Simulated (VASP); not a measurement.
# KI (P4/mmm) in VASP: notebook, part 2 of 2

VASP 6.6.1.

## 4. Single point, PBEsol (strain -0.080 along x and y, +0.080 along z)

INCAR

```
PREC = Accurate ; ENCUT = 520
EDIFF = 1E-6 ; ISMEAR = 0
SIGMA = 0.05 ; LREAL = F
LASPH = T ; NELM = 80
ALGO = Normal ; ISIF = 2
LWAVE = F ; LCHARG = F
GGA = PS ; NBANDS = 15
```

KPOINTS

```
regular mesh
0
Gamma
  6 6 6
```

POSCAR

```
KI
1.0
    3.9479009272      0.0000000000      0.0000000000
    0.0000000000      3.9479009272      0.0000000000
    0.0000000000      0.0000000000      4.6344923928
K I
1 1
Direct
    0.0000000000      0.0000000000      0.0000000000
    0.5000000000      0.5000000000      0.5000000000
```

Potentials or basis: VASP PAW PBE potentials, release 64 (K_sv, I).

Command:

```bash
> cat potpaw_PBE.64/K_sv/POTCAR potpaw_PBE.64/I/POTCAR > POTCAR
> mpirun -np 1 vasp_std > vasp.out
```

OUTCAR:

```text
PREC = Accurate
   ENCUT = 520
   EDIFF = 1E-6
   ISMEAR = 0
   LREAL = F
   LASPH = T
   NELM = 80
   ISIF = 2
   GGA = PS

 ion  position               nearest neighbor table
   1  0.000  0.000  0.000-   2 3.63   2 3.63   2 3.63   2 3.63   2 3.63   2 3.63   2 3.63   2 3.63

   2  0.500  0.500  0.500-   1 3.63   1 3.63   1 3.63   1 3.63   1 3.63   1 3.63   1 3.63   1 3.63

  LATTYP: Found a simple tetragonal cell.
 ALAT       =     3.9479009272
 C/A-ratio  =     1.1739130435

  Lattice vectors:

 A1 = (   3.9479009272,   0.0000000000,   0.0000000000)
 A2 = (   0.0000000000,   3.9479009272,   0.0000000000)
 A3 = (   0.0000000000,   0.0000000000,   4.6344923928)

Analysis of symmetry for initial positions (statically):
=====================================================================
 Subroutine PRICEL returns:
 Original cell was already a primitive cell.

 Routine SETGRP: Setting up the symmetry group for a
 simple tetragonal supercell.

 Subroutine GETGRP returns: Found 16 space group operations
 (whereof 16 operations were pure point group operations)
 out of a pool of 16 trial point group operations.

The static configuration has the point symmetry D_4h.

Analysis of symmetry for dynamics (positions and initial velocities):
=====================================================================
 Subroutine PRICEL returns:
 Original cell was already a primitive cell.

 Routine SETGRP: Setting up the symmetry group for a
 simple tetragonal supercell.

 Subroutine GETGRP returns: Found 16 space group operations
 (whereof 16 operations were pure point group operations)
 out of a pool of 16 trial point group operations.

The dynamic configuration has the point symmetry D_4h.

 Subroutine INISYM returns: Found 16 space group operations
 (whereof 16 operations are pure point group operations),
 and found     1 'primitive' translations

----------------------------------------------------------------------------------------

                                     Primitive cell

[... 115 lines left out ...]
   GGA     = PS    functional components
   LHFCALC =     F    Hartree Fock is set to
   AEXX    =    0.0000 exact exchange contribution
   IVDW    =     0    specifies the selected vdW correction
   LEPSILON=     F    determine dielectric tensor
   LRPA    =     F    only Hartree local field effects (RPA)
 non-spin polarized calculation
 Gauss-broadening in eV      SIGMA  =   0.05
  energy-cutoff  :      520.00
  volume of cell :       72.23
 maximum number of plane-waves:      1977
 NGX is ok and might be reduce to    30
   NGX = 15   NGY = 15   NGZ = 17

 number of electron      15.9999999 magnetization

 Free energy of the ion-electron system (eV)
  ---------------------------------------------------
  ext. energy  EPLUGINS =         0.00000000
  ---------------------------------------------------
  free energy    TOTEN  =        -5.59239490 eV

  energy without entropy =       -5.59239490  energy(sigma->0) =       -5.59239490

 E-fermi :   2.1555     XC(G=0):  -8.2509

 val. band max:        1.8823706775   @ k =   0.5000   0.0000   0.5000
 cond. band min:       4.4074155670   @ k =   0.0000   0.0000   0.0000
 fundamental gap:      2.5250448895
 Fermi energy:         2.1555339904

 k-point     1 :       0.0000    0.0000    0.0000
  band No.  band energies     occupation
      1     -27.8223      2.00000
      2     -11.3381      2.00000
      3     -11.3221      2.00000
      4     -11.3221      2.00000
      5     -10.0137      2.00000
      6       0.3387      2.00000
      7       1.4888      2.00000
      8       1.4888      2.00000
      9       4.4074      0.00000
     10       6.0131      0.00000
     11       6.2484      0.00000
     12       9.6085      0.00000
     13       9.6085      0.00000
     14      10.5756      0.00000
[... 401 lines left out ...]
      2     -11.5544      2.00000
      3     -11.3501      2.00000
      4     -11.2972      2.00000
      5      -9.5599      2.00000
      6      -0.9480      2.00000
      7      -0.1383      2.00000
      8       1.8331      2.00000
      9       5.4405      0.00000
     10       7.4549      0.00000
     11       8.7742      0.00000
     12       8.9985      0.00000
     13       9.3902      0.00000
     14       9.6183      0.00000
     15      11.0025      0.00000

 [... further k-points ...]
[... 5 lines left out ...]
  --------------------------------------------------------------------------------------
  -------------------------------------------------------------------------------------
  Total        1.2434866      1.2434866     -1.1320861      0.0000000      0.0000000     -0.0000000
  in kB       27.5814451     27.5814451    -25.1105003      0.0000000      0.0000000     -0.0000000
  external PRESSURE =      10.0174633 kB  Pullay stress =       0.0000000 kB

 VOLUME and BASIS-vectors are now :
 -----------------------------------------------------------------------------
  energy-cutoff  :      520.00
  volume of cell :       72.23
      direct lattice vectors                 reciprocal lattice vectors
     3.947900927  0.000000000  0.000000000     0.253299163  0.000000000  0.000000000
     0.000000000  3.947900927  0.000000000     0.000000000  0.253299163  0.000000000
     0.000000000  0.000000000  4.634492393     0.000000000  0.000000000  0.215773361

 POSITION                                       TOTAL-FORCE (eV/Angst)
 -----------------------------------------------------------------------------------
      0.00000      0.00000      0.00000         0.000000      0.000000      0.000000
      1.97395      1.97395      2.31725         0.000000      0.000000      0.000000
 -----------------------------------------------------------------------------------
    total drift:                               -0.000000     -0.000000     -0.000000

  FREE ENERGIE OF THE ION-ELECTRON SYSTEM (eV)
  ---------------------------------------------------
  free  energy   TOTEN  =        -5.5923949034 eV

  energy  without entropy=       -5.5923949034  energy(sigma->0) =       -5.59239490
```

Run time: 33 s. Hardware: 1 thread of AMD EPYC 9R45 (Zen 5), shared host; peak memory 0.16 GiB.

Results:

```
Free energy            : -5.5924 eV
Pressure               : 1.0 GPa
Band gap on the k mesh : 2.52 eV, indirect (least direct gap 2.92 eV)
```

Stress tensor (GPa, compression positive):
```
 2.76  0.00  0.00
 0.00  2.76  0.00
 0.00  0.00 -2.51
```

Levels at points of the mesh, in eV from the valence-band top:
```csv
k point,band 4,band 5,band 6,band 7,band 8,band 9,band 10,band 11,band 12,band 13
"(0.00, 0.00, 0.00)",-13.20,-11.90,-1.54,-0.39,-0.39,2.52,4.13,4.37,7.73,7.73
"(0.50, 0.00, 0.00)",-13.18,-11.38,-3.18,-1.41,-0.19,4.83,5.33,6.79,7.11,7.29
"(0.50, 0.50, 0.00)",-13.17,-11.22,-2.40,-2.40,-0.88,3.45,4.38,5.39,5.39,8.54
"(0.00, 0.00, 0.50)",-13.20,-11.55,-3.08,-0.44,-0.44,5.33,5.39,6.13,6.60,8.45
"(0.50, 0.00, 0.50)",-13.18,-11.46,-2.70,-2.19,0.00,3.13,5.55,6.60,6.90,8.21
"(0.50, 0.50, 0.50)",-13.21,-11.13,-2.51,-2.51,-2.10,4.88,5.25,5.25,7.66,8.31
```

Caveat: the cell differs from its parent crystal (strain -0.080 along x and y, +0.080 along z); the PAW data sets were made with another functional, which shifts forces and pressure a little; spin-orbit coupling is left out, which moves the levels of the heavy elements. A k mesh can miss the band edges.

## 5. Single point, PBEsol (strain +0.000 along x and y, -0.080 along z)

INCAR

```
  PREC = Accurate
  ENCUT = 520
  EDIFF = 1E-7
  ISMEAR = 0
  SIGMA = 0.05
  LREAL = F
  LASPH = T
  NELM = 100
  ALGO = Normal
  ISIF = 2
  LWAVE = F
  LCHARG = T
  GGA = PS
  LELF = T
  LVHAR = T
  NBANDS = 15
```

KPOINTS is that of step 4.

POSCAR

```
KI
1.0
    4.2911966600      0.0000000000      0.0000000000
    0.0000000000      4.2911966600      0.0000000000
    0.0000000000      0.0000000000      3.9479009272
K I
1 1
Direct
    0.0000000000      0.0000000000      0.0000000000
    0.5000000000      0.5000000000      0.5000000000
```

Potentials or basis: VASP PAW PBE potentials, release 64 (K_sv, I).

Command:

```bash
> cat potpaw_PBE.64/K_sv/POTCAR potpaw_PBE.64/I/POTCAR > POTCAR
> mpirun -np 1 vasp_std > vasp.out
```

OUTCAR:

```text
PREC = Accurate
   ENCUT = 520
   EDIFF = 1E-7
   ISMEAR = 0
   LREAL = F
   LASPH = T
   NELM = 100
   ISIF = 2
   GGA = PS

 ion  position               nearest neighbor table
   1  0.000  0.000  0.000-   2 3.62   2 3.62   2 3.62   2 3.62   2 3.62   2 3.62   2 3.62   2 3.62

   2  0.500  0.500  0.500-   1 3.62   1 3.62   1 3.62   1 3.62   1 3.62   1 3.62   1 3.62   1 3.62

  LATTYP: Found a simple tetragonal cell.
 ALAT       =     4.2911966600
 C/A-ratio  =     0.9200000000

  Lattice vectors:

 A1 = (   4.2911966600,   0.0000000000,   0.0000000000)
 A2 = (   0.0000000000,   4.2911966600,   0.0000000000)
 A3 = (   0.0000000000,   0.0000000000,   3.9479009272)

Analysis of symmetry for initial positions (statically):
=====================================================================
 Subroutine PRICEL returns:
 Original cell was already a primitive cell.

 Routine SETGRP: Setting up the symmetry group for a
 simple tetragonal supercell.

 Subroutine GETGRP returns: Found 16 space group operations
 (whereof 16 operations were pure point group operations)
 out of a pool of 16 trial point group operations.

The static configuration has the point symmetry D_4h.

[... 169 lines left out ...]
  band No.  band energies     occupation
      1     -27.7975      2.00000
      2     -11.3185      2.00000
      3     -11.3185      2.00000
      4     -11.3001      2.00000
      5     -10.0726      2.00000
      6       0.7479      2.00000
      7       0.7479      2.00000
      8       1.4242      2.00000
      9       4.6622      0.00000
     10       5.6383      0.00000
     11       6.1446      0.00000
     12       9.4031      0.00000
     13      10.0606      0.00000
     14      10.0606      0.00000
[... 401 lines left out ...]
      2     -11.4457      2.00000
      3     -11.4395      2.00000
      4     -11.2870      2.00000
      5      -9.5886      2.00000
      6      -0.6712      2.00000
      7      -0.3220      2.00000
      8       1.1045      2.00000
      9       5.7513      0.00000
     10       6.8400      0.00000
     11       8.0346      0.00000
     12       8.3887      0.00000
     13       9.2347      0.00000
     14      10.4398      0.00000
     15      10.8311      0.00000

 [... further k-points ...]
[... 5 lines left out ...]
  --------------------------------------------------------------------------------------
  -------------------------------------------------------------------------------------
  Total       -0.1119276     -0.1119276      1.2582683      0.0000000      0.0000000      0.0000000
  in kB       -2.4667479     -2.4667479     27.7306941      0.0000000      0.0000000      0.0000000
  external PRESSURE =       7.5990661 kB  Pullay stress =       0.0000000 kB

 VOLUME and BASIS-vectors are now :
 -----------------------------------------------------------------------------
  energy-cutoff  :      520.00
  volume of cell :       72.70
      direct lattice vectors                 reciprocal lattice vectors
     4.291196660  0.000000000  0.000000000     0.233035230  0.000000000  0.000000000
     0.000000000  4.291196660  0.000000000     0.000000000  0.233035230  0.000000000
     0.000000000  0.000000000  3.947900927     0.000000000  0.000000000  0.253299163

 POSITION                                       TOTAL-FORCE (eV/Angst)
 -----------------------------------------------------------------------------------
      0.00000      0.00000      0.00000         0.000000      0.000000      0.000000
      2.14560      2.14560      1.97395         0.000000      0.000000      0.000000
 -----------------------------------------------------------------------------------
    total drift:                                0.000000     -0.000000     -0.000000

  FREE ENERGIE OF THE ION-ELECTRON SYSTEM (eV)
  ---------------------------------------------------
  free  energy   TOTEN  =        -5.6844140725 eV

  energy  without entropy=       -5.6844140725  energy(sigma->0) =       -5.68441407
```

OSZICAR:

```text
N       E                     dE             d eps       ncg     rms          rms(c)
DAV:   1     0.884737443543E+02    0.88474E+02   -0.66134E+03  1200   0.925E+02
DAV:   2    -0.103098798036E+01   -0.89505E+02   -0.84195E+02  1537   0.222E+02
DAV:   3    -0.561660062281E+01   -0.45856E+01   -0.45683E+01  1690   0.429E+01
DAV:   4    -0.578641008039E+01   -0.16981E+00   -0.16977E+00  1790   0.780E+00
DAV:   5    -0.578830687750E+01   -0.18968E-02   -0.18968E-02  1711   0.842E-01    0.304E+00
DAV:   6    -0.570279393154E+01    0.85513E-01   -0.56619E-02  1564   0.204E+00    0.222E+00
DAV:   7    -0.568302711304E+01    0.19767E-01   -0.82158E-02  1572   0.192E+00    0.838E-01
DAV:   8    -0.568435264489E+01   -0.13255E-02   -0.14528E-02  1313   0.939E-01    0.221E-01
DAV:   9    -0.568435175577E+01    0.88912E-06   -0.54768E-04  1731   0.172E-01    0.904E-02
DAV:  10    -0.568441233560E+01   -0.60580E-04   -0.16771E-04  1405   0.975E-02    0.229E-02
DAV:  11    -0.568441263982E+01   -0.30422E-06   -0.55570E-06  1707   0.142E-02    0.144E-02
DAV:  12    -0.568441323498E+01   -0.59517E-06   -0.31601E-06  1382   0.115E-02    0.189E-02
DAV:  13    -0.568441408356E+01   -0.84857E-06   -0.30561E-07  1550   0.485E-03    0.208E-03
DAV:  14    -0.568441407253E+01    0.11023E-07   -0.19466E-08  1265   0.942E-04
   1 F= -.56844141E+01 E0= -.56844141E+01  d E =-.380660E-14
```

stdout:

```text
POSCAR found type information on POSCAR K I
 POSCAR found :  2 types and       2 ions
 scaLAPACK will be used
 -----------------------------------------------------------------------------
|                                                                             |
|                                                                             |
|     You enforced a specific xc type in the INCAR file but a different       |
|     I HOPE YOU KNOW WHAT YOU ARE DOING!                                     |
|                                                                             |
 -----------------------------------------------------------------------------

 LDA part: xc-table for (Slater+PW92), standard interpolation
 POSCAR, INCAR and KPOINTS ok, starting setup
 FFT: planning ... GRIDC
 FFT: planning ... GRID_SOFT
 FFT: planning ... GRID
 WAVECAR not read
 entering main loop
```

It took 37 s on 1 thread of AMD EPYC 9R45 (Zen 5), shared host; peak memory 0.16 GiB.

Results:

```yaml
Free_energy: -5.6844 eV
Pressure: 0.8 GPa
Band_gap_on_the_k_mesh: 2.91 eV, indirect (least direct gap 3.22 eV)
```

Stress tensor (GPa, compression positive):
```
-0.25  0.00  0.00
 0.00 -0.25  0.00
 0.00  0.00  2.77
```

Caveat: the cell differs from its parent crystal (strain +0.000 along x and y, -0.080 along z); the PAW data sets were made with another functional, which shifts forces and pressure a little; spin-orbit coupling is left out, which moves the levels of the heavy elements.

## 6. Summary

| cell | gap on the mesh (eV) | pressure (GPa) |
| --- | --- | --- |
| a = 3.948, b = 3.948, c = 4.291 Å, 2 atoms | 3.20 | 2.6 |
| a = 3.948, b = 3.948, c = 4.463 Å, 2 atoms | 2.85 | 1.7 |
| a = 3.948, b = 3.948, c = 4.634 Å, 2 atoms | 2.52 | 1.0 |
| a = 4.291, b = 4.291, c = 3.948 Å, 2 atoms | 2.91 | 0.8 |

Alike in all rows: task single point; level PBEsol; potentials or basis VASP PAW PBE potentials, release 64 (K_sv, I); no spin polarisation; k mesh 6 × 6 × 6; cutoff (eV) 520; smearing gaussian 0.05 eV.

Caveats: the PAW data sets were made with another functional, which shifts forces and pressure a little; spin-orbit coupling is left out, which moves the levels of the heavy elements.

Total energies depend on the potentials used, so only differences within one code and one set of settings carry meaning.
